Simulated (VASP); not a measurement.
A run of VASP 6.6.1 is set up as follows.

INCAR

```
ALGO = Normal
EDIFF = 1E-6
ENCUT = 520
GGA = PS
ISIF = 2
ISMEAR = -1
LASPH = T
LCHARG = F
LREAL = F
LWAVE = F
NBANDS = 12
NELM = 80
PREC = Accurate
SIGMA = 0.1
```

Contents of KPOINTS:

```
k-points
0
Gamma
  15 15 15
```

File POSCAR:

```
Au
1.0
   -1.6630083589      1.6630083589      1.6630083589
    1.6630083589     -1.6630083589      1.6630083589
    1.6630083589      1.6630083589     -1.6630083589
Au
1
Direct
    0.0000000000      0.0000000000      0.0000000000
```

Potentials or basis: VASP PAW PBE potentials, release 64 (Au).

Command:

```console
$ cat potpaw_PBE.64/Au/POTCAR > POTCAR
$ mpirun -np 1 vasp_std > vasp.out
```

Question: Predict the pressure.

Answer: -10.4 GPa.

Caveat: the PAW data sets were made with another functional, which shifts forces and pressure a little.
